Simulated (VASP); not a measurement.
# Ru (P6_3/mmc) in VASP: a series of runs

Runs on Ru. Level: LDA. Tasks: single point.

Program: VASP 6.6.1. These are calculated values, not measurements. Logs are shortened: lines on timing, memory, paths and dates and some standing lists are left out, and cuts for length are marked.

**1. The cell of the first run**

Symmetry: P6_3/mmc, No. 194, hexagonal system. The conventional cell has a = 2.294 Å, b = 2.294 Å, c = 3.677 Å, α = 90.00°, β = 90.00°, γ = 120.00°. Within 3.0 Å of Ru (site symmetry -6m2) lie 12 Ru at 2.27 to 2.29 Å.

**2. Single point, LDA**

INCAR

```
PREC = Accurate
ENCUT = 520
EDIFF = 1E-6
ISMEAR = -1
SIGMA = 0.05
LREAL = False
LASPH = True
NELM = 60
ALGO = Normal
ISIF = 2
LWAVE = False
LCHARG = False
NBANDS = 21
```

KPOINTS

```
regular mesh
0
Gamma
  18 18 10
```

POSCAR

```
Ru
1.0
    2.2935126633      0.0000000000      0.0000000000
   -1.1467563316      1.9862402303      0.0000000000
    0.0000000000      0.0000000000      3.6767592513
Ru
2
Direct
    0.3333333333      0.6666666667      0.2500000000
    0.6666666667      0.3333333333      0.7500000000
```

Potentials or basis: VASP PAW LDA potentials, release 64 (Ru_pv).

Launch:

```sh
$ cat potpaw_LDA.64/Ru_pv/POTCAR > POTCAR
$ mpirun -np 1 vasp_std > vasp.out
```

OUTCAR:

```text
PREC = Accurate
   ENCUT = 520
   EDIFF = 1E-6
   ISMEAR = -1
   LREAL = False
   LASPH = True
   NELM = 60
   ISIF = 2

 ion  position               nearest neighbor table
   1  0.333  0.667  0.250-   2 2.27   2 2.27   2 2.27   2 2.27   2 2.27   2 2.27   2 3.22   2 3.22
                             2 3.22   2 3.22   2 3.22   2 3.22
   2  0.667  0.333  0.750-   1 2.27   1 2.27   1 2.27   1 2.27   1 2.27   1 2.27   1 3.22   1 3.22
                             1 3.22   1 3.22   1 3.22   1 3.22

  LATTYP: Found a hexagonal cell.
 ALAT       =     2.2935126633
 C/A-ratio  =     1.6031126883

  Lattice vectors:

 A1 = (   2.2935126633,   0.0000000000,   0.0000000000)
 A2 = (  -1.1467563316,   1.9862402303,   0.0000000000)
 A3 = (   0.0000000000,   0.0000000000,   3.6767592513)

Analysis of symmetry for initial positions (statically):
=====================================================================
 Subroutine PRICEL returns:
 Original cell was already a primitive cell.

 Routine SETGRP: Setting up the symmetry group for a
 hexagonal supercell.

 Subroutine GETGRP returns: Found 24 space group operations
 (whereof 12 operations were pure point group operations)
 out of a pool of 24 trial point group operations.

The static configuration has the point symmetry D_3d.
 The point group associated with its full space group is D_6h.

Analysis of symmetry for dynamics (positions and initial velocities):
=====================================================================
 Subroutine PRICEL returns:
 Original cell was already a primitive cell.

 Routine SETGRP: Setting up the symmetry group for a
 hexagonal supercell.

 Subroutine GETGRP returns: Found 24 space group operations
 (whereof 12 operations were pure point group operations)
 out of a pool of 24 trial point group operations.

The dynamic configuration has the point symmetry D_3d.
 The point group associated with its full space group is D_6h.

 Subroutine INISYM returns: Found 24 space group operations
 (whereof 12 operations are pure point group operations),
 and found     1 'primitive' translations

----------------------------------------------------------------------------------------

                                     Primitive cell

  volume of cell :      16.7494

  direct lattice vectors                    reciprocal lattice vectors
     2.293512663  0.000000000  0.000000000     0.436012417  0.251731886  0.000000000
    -1.146756332  1.986240230  0.000000000     0.000000000  0.503463773  0.000000000
     0.000000000  0.000000000  3.676759251     0.000000000  0.000000000  0.271978645

  length of vectors
     2.293512663  2.293512663  3.676759251     0.503463773  0.503463773  0.271978645

  position of ions in fractional coordinates (direct lattice)
     0.333333333  0.666666667  0.250000000
     0.666666667  0.333333333  0.750000000

  ion indices of the primitive-cell ions
   primitive index   ion index
                 1           1
                 2           2

----------------------------------------------------------------------------------------

 KPOINTS: regular mesh

Automatic generation of k-mesh.
 Grid dimensions read from file:
 generate k-points for:   18   18   10

 Generating k-lattice:

  Cartesian coordinates                     Fractional coordinates (reciprocal lattice)
     0.024222912  0.013985105  0.000000000     0.055555556 -0.000000000  0.000000000
     0.000000000  0.027970210  0.000000000     0.000000000  0.055555556  0.000000000
     0.000000000  0.000000000  0.027197865     0.000000000  0.000000000  0.100000000

  Length of vectors
     0.027970210  0.027970210  0.027197865

  Shift w.r.t. Gamma in fractional coordinates (k-lattice)
     0.000000000  0.000000000  0.000000000

 Subroutine IBZKPT returns following result:
 ===========================================

 Found    222 irreducible k-points:

 Following reciprocal coordinates:
            Coordinates               Weight
  0.000000  0.000000  0.000000      1.000000
  0.055556 -0.000000  0.000000      6.000000
  0.111111 -0.000000  0.000000      6.000000
  0.166667 -0.000000  0.000000      6.000000
  0.222222 -0.000000  0.000000      6.000000
  0.277778 -0.000000  0.000000      6.000000
[... 16 lines left out ...]
  0.333333  0.111111  0.000000     12.000000
  0.388889  0.111111  0.000000     12.000000
 [... further k-points ...]
   k-points           NKPTS =    222   k-points in BZ     NKDIM =    222   number of bands    NBANDS=     21
   number of dos      NEDOS =    301   number of ions     NIONS =      2
   total plane-waves  NPLWV =   9072
   dimension x,y,z NGX =    18 NGY =   18 NGZ =   28
   dimension x,y,z NGXF=    36 NGYF=   36 NGZF=   56
   ions per type =               2
   NGX,Y,Z   is equivalent  to a cutoff of  13.05, 13.05, 12.66 a.u.
   NGXF,Y,Z  is equivalent  to a cutoff of  26.09, 26.09, 25.32 a.u.
 SYSTEM =  unknown system
   PREC   = accura    normal or accurate (medium, high low for compatibility)
   ISTART =      0    job   : 0-new  1-cont  2-samecut
   ICHARG =      2    charge: 1-file 2-atom 10-const
   ISPIN  =      1    spin polarized calculation?
   LNONCOLLINEAR =      F non collinear calculations
   LSORBIT =      F    spin-orbit coupling
   LASPH  =      T    aspherical Exc in radial PAW
   ENCUT  =  520.0 eV  38.22 Ry    6.18 a.u.   4.26  4.26  6.84*2*pi/ulx,y,z
   NELM   =     60;   NELMIN=  2; NELMDL= -5     # of ELM steps
   EDIFF  = 0.1E-05   stopping-criterion for ELM
   LREAL  =      F    real-space projection
   EDIFFG = 0.1E-04   stopping-criterion for IOM
   NSW    =      0    number of steps for IOM
   IBRION =     -1    ionic relax: 0-MD 1-quasi-New 2-CG
   NFREE  =      0    steps in history (QN), initial steepest desc. (CG)
   ISIF   =      2    stress and relaxation
   ISYM   =      2    0-nonsym 1-usesym 2-fastsym
   POTIM  = 0.5000    time-step for ionic-motion
   TEBEG  =    0.0;   TEEND  =   0.0 temperature during run
   PSTRESS=    0.0 pullay stress
   NELECT =      28.0000    total number of electrons
   NUPDOWN=      -1.0000    fix difference up-down
   EMIN   =  10.00;   EMAX   =-10.00  energy-range for DOS
   EFERMI =   0.00;   METHOD = LEGACY
   ISMEAR =    -1;   SIGMA  =   0.05  broadening in eV -4-tet -1-fermi 0-gaus
   EFERMI_NEDOS =   21; number of points for ismear=-14 and -15
   IALGO  =     38    algorithm
   IMIX   =      4    mixing-type and parameters
     AMIX     =   0.40;   BMIX     =  1.00
     AMIX_MAG =   1.60;   BMIX_MAG =  1.00
  volume/ion in A,a.u.               =       8.37        56.52
  Fermi-wavevector in a.u.,A,eV,Ry     =   1.942949  3.671642 51.362701  3.775052
  Thomas-Fermi vector in A             =   2.972245
   LORBIT       =      0    0 simple, 1 ext, 2 COOP (PROOUT), +10 PAW based schemes
   GGA     = CA    functional components
   LHFCALC =     F    Hartree Fock is set to
   AEXX    =    0.0000 exact exchange contribution
   IVDW    =     0    specifies the selected vdW correction
   LEPSILON=     F    determine dielectric tensor
   LRPA    =     F    only Hartree local field effects (RPA)
 non-spin polarized calculation
  energy-cutoff  :      520.00
  volume of cell :       16.75
 maximum number of plane-waves:       474
 NGX is ok and might be reduce to    18

 number of electron      27.9999994 magnetization

 Free energy of the ion-electron system (eV)
  ---------------------------------------------------
  ext. energy  EPLUGINS =         0.00000000
  ---------------------------------------------------
  free energy    TOTEN  =       -12.30631283 eV

  energy without entropy =      -12.29933028  energy(sigma->0) =      -12.30282156

 E-fermi :  23.8832     XC(G=0): -17.5323

 val. band max:       23.8792295184   @ k =   0.2222   0.1111   0.1000
 cond. band min:      23.9292557859   @ k =   0.0556   0.0556   0.4000
 fundamental gap:      0.0500262675
 Fermi energy:        23.8831853286

 k-point     1 :       0.0000    0.0000    0.0000
  band No.  band energies     occupation
      1     -23.1442      2.00000
      2     -19.0304      2.00000
      3     -19.0304      2.00000
      4     -18.3821      2.00000
      5     -18.3821      2.00000
      6     -18.2657      2.00000
[... 13 lines left out ...]
     20      33.6506      0.00000
     21      37.5662      0.00000

 k-point     2 :       0.0556   -0.0000    0.0000
  band No.  band energies     occupation
      1     -23.1011      2.00000
      2     -19.1490      2.00000
      3     -19.0681      2.00000
      4     -18.5002      2.00000
      5     -18.3948      2.00000
      6     -18.2848      2.00000
[... 13 lines left out ...]
     20      33.6507      0.00000
     21      38.0374      0.00000

 k-point     3 :       0.1111   -0.0000    0.0000
  band No.  band energies     occupation
      1     -22.9740      2.00000
      2     -19.4866      2.00000
      3     -19.1735      2.00000
      4     -18.8326      2.00000
      5     -18.4339      2.00000
      6     -18.3429      2.00000
[... 13 lines left out ...]
     20      33.6506      0.00000
     21      39.3655      0.00000

 k-point     4 :       0.1667   -0.0000    0.0000
  band No.  band energies     occupation
      1     -22.7692      2.00000
      2     -19.9918      2.00000
      3     -19.3270      2.00000
      4     -19.3218      2.00000
      5     -18.4990      2.00000
      6     -18.4417      2.00000
[... 13 lines left out ...]
     20      33.6506      0.00000
     21      40.9661      0.00000

 k-point     5 :       0.2222   -0.0000    0.0000
  band No.  band energies     occupation
      1     -22.4972      2.00000
      2     -20.5928      2.00000
      3     -19.8932      2.00000
      4     -19.5054      2.00000
      5     -18.5846      2.00000
      6     -18.5828      2.00000
[... 13 lines left out ...]
     20      35.5540      0.00000
     21      40.6713      0.00000

 k-point     6 :       0.2778   -0.0000    0.0000
  band No.  band energies     occupation
      1     -22.1739      2.00000
      2     -21.2111      2.00000
      3     -20.4719      2.00000
      4     -19.6859      2.00000
      5     -18.7660      2.00000
      6     -18.6799      2.00000
[... 13 lines left out ...]
     20      37.6711      0.00000
     21      40.0171      0.00000

 k-point     7 :       0.3333    0.0000    0.0000
  band No.  band energies     occupation
      1     -21.8220      2.00000
      2     -21.7734      2.00000
      3     -20.9924      2.00000
      4     -19.8485      2.00000
      5     -18.9855      2.00000
      6     -18.7722      2.00000
[... 13 lines left out ...]
     20      38.9703      0.00000
     21      39.3546      0.00000
[... 291 lines left out ...]
      1     -22.3843      2.00000
      2     -20.6206      2.00000
      3     -20.3231      2.00000
      4     -19.4307      2.00000
      5     -18.7726      2.00000
      6     -18.6439      2.00000
[... 13 lines left out ...]
     20      36.5217      0.00000
     21      40.5821      0.00000

 k-point    21 :       0.2222    0.1111    0.0000
  band No.  band energies     occupation
      1     -22.0678      2.00000
      2     -21.1822      2.00000
      3     -20.7401      2.00000
      4     -19.7061      2.00000
      5     -18.9090      2.00000
      6     -18.8278      2.00000
[... 13 lines left out ...]
     20      38.5588      0.00000
     21      40.0643      0.00000

 k-point    22 :       0.2778    0.1111    0.0000
  band No.  band energies     occupation
      1     -21.7220      2.00000
      2     -21.7078      2.00000
      3     -21.1044      2.00000
      4     -19.9655      2.00000
      5     -19.0482      2.00000
      6     -19.0311      2.00000
[... 13 lines left out ...]
     20      39.6633      0.00000
     21      39.9434      0.00000

 k-point    23 :       0.3333    0.1111    0.0000
  band No.  band energies     occupation
      1     -22.1268      2.00000
      2     -21.3950      2.00000
      3     -21.3787      2.00000
      4     -20.1713      2.00000
      5     -19.2884      2.00000
      6     -19.1291      2.00000
[... 13 lines left out ...]
     20      38.9819      0.00000
     21      39.2390      0.00000

 k-point    24 :       0.3889    0.1111    0.0000
  band No.  band energies     occupation
      1     -22.3952      2.00000
      2     -21.5833      2.00000
      3     -21.0951      2.00000
      4     -20.3019      2.00000
      5     -19.5045      2.00000
      6     -19.1927      2.00000
[... 13 lines left out ...]
     20      37.1044      0.00000
     21      38.7647      0.00000

 [... further k-points ...]
[... 5 lines left out ...]
  --------------------------------------------------------------------------------------
  -------------------------------------------------------------------------------------
  Total       48.1603949     48.1603949     48.2619555      0.0000000      0.0000000      0.0000000
  in kB     4606.8334513   4606.8334512   4616.5483396      0.0000001      0.0000000      0.0000000
  external PRESSURE =    4610.0717474 kB  Pullay stress =       0.0000000 kB

 VOLUME and BASIS-vectors are now :
 -----------------------------------------------------------------------------
  energy-cutoff  :      520.00
  volume of cell :       16.75
      direct lattice vectors                 reciprocal lattice vectors
     2.293512663  0.000000000  0.000000000     0.436012417  0.251731886  0.000000000
    -1.146756332  1.986240230  0.000000000     0.000000000  0.503463773  0.000000000
     0.000000000  0.000000000  3.676759251     0.000000000  0.000000000  0.271978645

 POSITION                                       TOTAL-FORCE (eV/Angst)
 -----------------------------------------------------------------------------------
     -0.00000      1.32416      0.91919        -0.000000     -0.000000      0.000000
      1.14676      0.66208      2.75757         0.000000      0.000000      0.000000
 -----------------------------------------------------------------------------------
    total drift:                               -0.000000      0.000000     -0.000000

  FREE ENERGIE OF THE ION-ELECTRON SYSTEM (eV)
  ---------------------------------------------------
  free  energy   TOTEN  =       -12.3063128316 eV

  energy  without entropy=      -12.2993302792  energy(sigma->0) =      -12.30282156
```

Wall time 1.7 min (1 thread of AMD EPYC 7R13, shared host); peak memory 0.14 GiB.

What came out:

```yaml
Free_energy: -12.3063 eV
Pressure: 461.0 GPa
Band_gap_on_the_k_mesh: zero (band 14 reaches 27.11 eV, above the bottom of band 15 at 20.48 eV)
```

**3. Single point, LDA**

INCAR

```
SYSTEM = Ru
PREC = Accurate ; ENCUT = 520
EDIFF = 1E-6 ; ISMEAR = -1
SIGMA = 0.05 ; LREAL = .FALSE.
LASPH = .TRUE. ; NELM = 60
ALGO = Normal ; ISIF = 2
LWAVE = .FALSE. ; LCHARG = .TRUE.
GGA = CA ; LELF = .TRUE.
LVHAR = .TRUE. ; NBANDS = 21
```

KPOINTS

```
regular mesh
0
G
  18 18 10
  0 0 0
```

POSCAR is that of step 2.

Potentials or basis: VASP PAW LDA potentials, release 64 (Ru_pv).

Launch:

```sh
$ cat potpaw_LDA.64/Ru_pv/POTCAR > POTCAR
$ mpirun -np 1 vasp_std > vasp.out
```

Wall time 1.8 min (1 thread of AMD EPYC 7R13, shared host); peak memory 0.14 GiB.

The run converged. Its results:

```yaml
Free_energy: -12.3063 eV
Pressure: 461.0 GPa
Band_gap_on_the_k_mesh: zero (band 14 reaches 27.11 eV, above the bottom of band 15 at 20.48 eV)
```

Stress tensor (GPa, compression positive):
```
460.68   0.00   0.00
  0.00 460.68   0.00
  0.00   0.00 461.65
```

Levels at points of the mesh, in eV from the Fermi level:
| k point | band 12 | band 13 | band 14 | band 15 | band 16 | band 17 |
| --- | --- | --- | --- | --- | --- | --- |
| (0.00, 0.00, 0.00) | -4.03 | -4.03 | -2.76 | -2.76 | 2.15 | 2.15 |
| (0.50, 0.00, 0.00) | -2.77 | -1.94 | 3.23 | 4.05 | 4.11 | 8.20 |
| (0.00, 0.00, 0.50) | -5.66 | -3.77 | -3.77 | 1.13 | 1.13 | 1.13 |
| (0.50, 0.00, 0.50) | -2.21 | 1.28 | 1.28 | 3.74 | 3.74 | 6.69 |

[end of part 1 of 2]
